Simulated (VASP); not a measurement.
# Ga3P in VASP: a series of runs, part 2 of 2

VASP 6.6.1.

### 4 Relaxation of cell and atoms, PBE

Input file INCAR:

```
ALGO = Normal
EDIFF = 1E-6
EDIFFG = -0.04
ENCUT = 600
GGA = PE
IBRION = 2
ISIF = 3
ISMEAR = 0
LASPH = True
LCHARG = False
LREAL = False
LWAVE = False
NELM = 100
NSW = 90
PREC = Accurate
SIGMA = 0.1
```

Input file KPOINTS:

```
k-points
0
Gamma
  4 4 4
```

Input file POSCAR:

```
Ga3P
1.0
    4.0730703278      0.0000000000      0.0000000000
    0.0000000000      4.0730703278      0.0000000000
    0.0000000000      0.0000000000      4.0312048498
Ga P
3 1
Direct
    0.0000000000      0.5000000000      0.5000000000
    0.5000000000      0.0000000000      0.5000000000
    0.5000000000      0.5000000000      0.0000000000
    0.0000000000      0.0000000000      0.0000000000
```

Potentials or basis: VASP PAW PBE potentials, release 64 (Ga_d, P).

The run is started by

```bash
cat potpaw_PBE.64/Ga_d/POTCAR potpaw_PBE.64/P/POTCAR > POTCAR
mpirun -np 1 vasp_std > vasp.out
```

OUTCAR:

```text
EDIFF = 1E-6
   EDIFFG = -0.04
   ENCUT = 600
   GGA = PE
   IBRION = 2
   ISIF = 3
   ISMEAR = 0
   LASPH = True
   LREAL = False
   NELM = 100
   NSW = 90
   PREC = Accurate

 ion  position               nearest neighbor table
   1  0.000  0.500  0.500-   3 2.87   4 2.87   3 2.87   4 2.87   4 2.87   4 2.87   3 2.87   3 2.87
                             2 2.88   2 2.88   2 2.88   2 2.88
   2  0.500  0.000  0.500-   3 2.87   4 2.87   3 2.87   4 2.87   3 2.87   3 2.87   4 2.87   4 2.87
                             1 2.88   1 2.88   1 2.88   1 2.88
   3  0.500  0.500  0.000-   1 2.87   2 2.87   1 2.87   2 2.87   2 2.87   2 2.87   1 2.87   1 2.87
                             4 2.88   4 2.88   4 2.88   4 2.88
   4  0.000  0.000  0.000-   1 2.87   2 2.87   1 2.87   2 2.87   1 2.87   1 2.87   2 2.87   2 2.87
                             3 2.88   3 2.88   3 2.88   3 2.88

  LATTYP: Found a simple tetragonal cell.
 ALAT       =     4.0730703278
 C/A-ratio  =     0.9897213957

  Lattice vectors:

 A1 = (   4.0730703278,   0.0000000000,   0.0000000000)
 A2 = (   0.0000000000,   4.0730703278,   0.0000000000)
 A3 = (   0.0000000000,   0.0000000000,   4.0312048498)

Analysis of symmetry for initial positions (statically):
=====================================================================
 Subroutine PRICEL returns:
 Original cell was already a primitive cell.

 Routine SETGRP: Setting up the symmetry group for a
 simple tetragonal supercell.

 Subroutine GETGRP returns: Found 16 space group operations
 (whereof 16 operations were pure point group operations)
 out of a pool of 16 trial point group operations.

The static configuration has the point symmetry D_4h.

Analysis of symmetry for dynamics (positions and initial velocities):
=====================================================================
 Subroutine PRICEL returns:
 Original cell was already a primitive cell.

 Routine SETGRP: Setting up the symmetry group for a
 simple tetragonal supercell.

 Subroutine GETGRP returns: Found 16 space group operations
 (whereof 16 operations were pure point group operations)
 out of a pool of 16 trial point group operations.

The dynamic configuration has the point symmetry D_4h.

 Subroutine INISYM returns: Found 16 space group operations
 (whereof 16 operations are pure point group operations),
 and found     1 'primitive' translations

----------------------------------------------------------------------------------------

                                     Primitive cell

  volume of cell :      66.8773

  direct lattice vectors                    reciprocal lattice vectors
     4.073070328  0.000000000  0.000000000     0.245515034  0.000000000  0.000000000
     0.000000000  4.073070328  0.000000000     0.000000000  0.245515034  0.000000000
     0.000000000  0.000000000  4.031204850     0.000000000  0.000000000  0.248064794

  length of vectors
     4.073070328  4.073070328  4.031204850     0.245515034  0.245515034  0.248064794

[... 115 lines left out ...]
   NGX = 17   NGY = 17   NGZ = 17

--------------------------------------- Ionic step        1  -------------------------------------------

 number of electron      44.0000027 magnetization

 Free energy of the ion-electron system (eV)
  ---------------------------------------------------
  ext. energy  EPLUGINS =         0.00000000
  ---------------------------------------------------
  free energy    TOTEN  =       -13.41840844 eV

  energy without entropy =      -13.41004900  energy(sigma->0) =      -13.41422872

------------------------ aborting loop because EDIFF is reached ----------------------------------------

  FORCE on cell =-STRESS in cart. coord.  units (eV):
  Direction    XX          YY          ZZ          XY          YZ          ZX
  --------------------------------------------------------------------------------------
  -------------------------------------------------------------------------------------
  Total        1.7757108      1.7757108      1.8329519      0.0000000      0.0000000     -0.0000000
  in kB       42.5406521     42.5406521     43.9119740      0.0000000      0.0000000     -0.0000000
  external PRESSURE =      42.9977594 kB  Pullay stress =       0.0000000 kB

 VOLUME and BASIS-vectors are now :
 -----------------------------------------------------------------------------
  energy-cutoff  :      600.00
  volume of cell :       66.88
      direct lattice vectors                 reciprocal lattice vectors
     4.073070328  0.000000000  0.000000000     0.245515034  0.000000000  0.000000000
     0.000000000  4.073070328  0.000000000     0.000000000  0.245515034  0.000000000
     0.000000000  0.000000000  4.031204850     0.000000000  0.000000000  0.248064794

 POSITION                                       TOTAL-FORCE (eV/Angst)
 -----------------------------------------------------------------------------------
      0.00000      2.03654      2.01560         0.000000      0.000000      0.000000
      2.03654      0.00000      2.01560         0.000000      0.000000      0.000000
      2.03654      2.03654      0.00000         0.000000      0.000000      0.000000
      0.00000      0.00000      0.00000         0.000000      0.000000      0.000000
 -----------------------------------------------------------------------------------
    total drift:                                0.000000      0.000000      0.000000

  FREE ENERGIE OF THE ION-ELECTRON SYSTEM (eV)
  ---------------------------------------------------
  free  energy   TOTEN  =       -13.4184084363 eV

  energy  without entropy=      -13.4100489969  energy(sigma->0) =      -13.41422872

--------------------------------------- Ionic step        2  -------------------------------------------

 number of electron      43.9999986 magnetization

 Free energy of the ion-electron system (eV)
  ---------------------------------------------------
  ext. energy  EPLUGINS =         0.00000000
  ---------------------------------------------------
  free energy    TOTEN  =       -13.47177914 eV

  energy without entropy =      -13.46128429  energy(sigma->0) =      -13.46653171

 E-fermi :   6.5096     XC(G=0): -11.1168

 val. band max:        6.4738156227   @ k =   0.2500   0.0000   0.5000
 cond. band min:       6.5472530533   @ k =   0.5000   0.2500   0.0000
 fundamental gap:      0.0734374306
 Fermi energy:         6.5095825568

 k-point     1 :       0.0000    0.0000    0.0000
  band No.  band energies     occupation
      1      -8.7596      2.00000
      2      -8.7304      2.00000
      3      -8.7304      2.00000
      4      -8.7132      2.00000
      5      -8.6251      2.00000
      6      -8.6093      2.00000
[... 511 lines left out ...]
     25      12.1229      0.00000
     26      12.2877      0.00000

------------------------ aborting loop because EDIFF is reached ----------------------------------------

  FORCE on cell =-STRESS in cart. coord.  units (eV):
  Direction    XX          YY          ZZ          XY          YZ          ZX
  --------------------------------------------------------------------------------------
  -------------------------------------------------------------------------------------
  Total       -0.1139808     -0.1139808     -0.0659455      0.0000000      0.0000000     -0.0000000
  in kB       -2.5607188     -2.5607188     -1.4815468      0.0000000      0.0000000     -0.0000000
  external PRESSURE =      -2.2009948 kB  Pullay stress =       0.0000000 kB

 VOLUME and BASIS-vectors are now :
 -----------------------------------------------------------------------------
  energy-cutoff  :      600.00
  volume of cell :       71.31
      direct lattice vectors                 reciprocal lattice vectors
     4.160300224  0.000000000 -0.000000000     0.240367268  0.000000000  0.000000000
     0.000000000  4.160300224  0.000000000     0.000000000  0.240367268  0.000000000
     0.000000000  0.000000000  4.120321147     0.000000000  0.000000000  0.242699529

 POSITION                                       TOTAL-FORCE (eV/Angst)
 -----------------------------------------------------------------------------------
      0.00000      2.08015      2.06016         0.000000      0.000000      0.000000
      2.08015      0.00000      2.06016         0.000000      0.000000      0.000000
      2.08015      2.08015     -0.00000         0.000000      0.000000      0.000000
      0.00000      0.00000      0.00000         0.000000      0.000000      0.000000
 -----------------------------------------------------------------------------------
    total drift:                                0.000000      0.000000      0.000000

  FREE ENERGIE OF THE ION-ELECTRON SYSTEM (eV)
  ---------------------------------------------------
  free  energy   TOTEN  =       -13.4717791388 eV

  energy  without entropy=      -13.4612842894  energy(sigma->0) =      -13.46653171

 reached required accuracy - stopping structural energy minimisation
```

OSZICAR:

```text
N       E                     dE             d eps       ncg     rms          rms(c)
DAV:   1     0.287236750451E+03    0.28724E+03   -0.23833E+04   954   0.331E+03
DAV:   2     0.179043212943E+02   -0.26933E+03   -0.26552E+03   960   0.541E+02
DAV:   3    -0.120191691151E+02   -0.29923E+02   -0.29002E+02  1084   0.147E+02
[... 16 lines left out ...]
DAV:   6    -0.134717757837E+02    0.10428E-03   -0.96903E-04  1112   0.482E-01    0.280E-02
DAV:   7    -0.134717756931E+02    0.90560E-07   -0.12382E-04  1250   0.198E-01    0.164E-02
DAV:   8    -0.134717771238E+02   -0.14307E-05   -0.11271E-05  1132   0.863E-02    0.107E-02
DAV:   9    -0.134717797543E+02   -0.26305E-05   -0.17933E-05  1194   0.476E-02    0.282E-03
DAV:  10    -0.134717791388E+02    0.61549E-06   -0.23746E-06   600   0.319E-02
   2 F= -.13471779E+02 E0= -.13466532E+02  d E =-.533707E-01
```

Run time: 60 s. Hardware: 1 thread of Intel Xeon 6975P-C (Granite Rapids), shared host; peak memory 0.2 GiB.

What came out:

```
Free energy                           : -13.4718 eV
Relaxed volume                        : 17.83 Å³/atom
Relaxed cell                          : a = 4.160 Å, b = 4.160 Å, c = 4.120 Å, α = 90.00°, β = 90.00°, γ = 90.00°
Space group after relaxing (to 0.1 Å) : Pm-3m (No. 221)
Energy gained by relaxing             : 13.3 meV/atom
Ionic steps                           : 2
Pressure after relaxing               : -0.2 GPa
Band gap on the k mesh                : zero (bands 22 and 23 overlap by 4.85 eV)
```

The path:
```
step  energy change (eV)  largest force (eV/Å)  pressure (GPa)  volume (Å³)
   1              0.0000                0.0000            4.30        66.88
   2             -0.0534                0.0000           -0.22        71.31
```

Final structure:
```yaml
crystal:
  lattice:
    - [4.16030, 0.00000, 0.00000]
    - [0.00000, 4.16030, 0.00000]
    - [0.00000, 0.00000, 4.12032]
  atoms:
    - { symbol: Ga, position: [0.00000, 0.50000, 0.50000] }
    - { symbol: Ga, position: [0.50000, 0.00000, 0.50000] }
    - { symbol: Ga, position: [0.50000, 0.50000, 0.00000] }
    - { symbol: P, position: [0.00000, 0.00000, 0.00000] }
```

Caveat: the k points lie up to 0.38 Å⁻¹ apart in the final cell, too coarse for converged energies and pressures of a metal.

### 5 Single point, PBE

This run uses another cell than the first one, of 18.37 Å³/atom.

Input file INCAR:

```
ALGO     = Normal         # electronic algorithm
EDIFF    = 1E-6           # SCF threshold, eV
ENCUT    = 520            # plane-wave cutoff, eV
GGA      = PE             # functional
ISIF     = 2              # what is computed and relaxed
ISMEAR   = 0              # smearing method
LASPH    = T              # aspherical terms in the spheres
LCHARG   = T              # write CHGCAR
LELF     = T              # ELF
LREAL    = F              # projectors in reciprocal space
LVHAR    = T            
LWAVE    = F              # write WAVECAR
NBANDS   = 30             # bands
NELM     = 60             # most SCF steps
PREC     = Accurate       # precision mode
SIGMA    = 0.1            # smearing width, eV
```

Input file KPOINTS:

```
k-points
0
Gamma
  12 12 12
```

Input file POSCAR:

```
Ga3P
1.0
    4.1884953925      0.0000000000      0.0000000000
    0.0000000000      4.1884953925      0.0000000000
    0.0000000000      0.0000000000      4.1884953925
Ga P
3 1
Direct
    0.0000000000      0.5000000000      0.5000000000
    0.5000000000      0.0000000000      0.5000000000
    0.5000000000      0.5000000000      0.0000000000
    0.0000000000      0.0000000000      0.0000000000
```

The run is started by

```bash
cat potpaw_PBE.64/Ga_d/POTCAR potpaw_PBE.64/P/POTCAR > POTCAR
mpirun -np 1 vasp_std > vasp.out
```

Run time: 1.9 min. Hardware: 1 thread of Intel Xeon 6975P-C (Granite Rapids), shared host; peak memory 0.27 GiB.

It converged, with:

```yaml
Free_energy: -13.4637 eV
Pressure: 0.0 GPa
Band_gap_on_the_k_mesh: zero (bands 22 and 23 overlap by 4.72 eV)
```

Levels at points of the mesh, in eV from the Fermi level:
| k point | band 20 | band 21 | band 22 | band 23 | band 24 | band 25 |
| --- | --- | --- | --- | --- | --- | --- |
| (0.00, 0.00, 0.00) | -3.47 | -2.29 | -2.29 | 2.68 | 2.68 | 2.68 |
| (0.50, 0.00, 0.00) | -2.01 | -1.22 | -0.29 | -0.29 | -0.11 | 1.18 |
| (0.50, 0.50, 0.00) | -1.01 | 0.02 | 0.62 | 0.62 | 1.84 | 1.84 |
| (0.50, 0.50, 0.50) | -4.87 | -4.87 | -4.87 | -4.00 | 5.85 | 5.85 |

### 6 Summary

| task | cell | k mesh | cutoff (eV) | gap on the mesh (eV) | pressure (GPa) |
| --- | --- | --- | --- | --- | --- |
| single point | a = 4.073, b = 4.073, c = 4.031 Å, 4 atoms | 4 × 4 × 4 | 520 | none | 4.3 |
| single point | a = 4.151, b = 4.151, c = 4.120 Å, 4 atoms | 4 × 4 × 4 | 520 | none | 0.0 |
| relaxation of cell and atoms | relaxed from a = 4.073, b = 4.073, c = 4.031 Å, 4 atoms | 4 × 4 × 4 | 600 | none | -0.2 |
| single point | a = 4.188 Å, 4 atoms | 12 × 12 × 12 | 520 | none | 0.0 |

Alike in all rows: level PBE; potentials or basis VASP PAW PBE potentials, release 64 (Ga_d, P); no spin polarisation; smearing gaussian 0.1 eV.

Caveats: some runs use coarse meshes.

Absolute energies hang on the potentials; compare differences alone.

The gap in the log of VASP goes by the Fermi energy; the results here count the filled bands.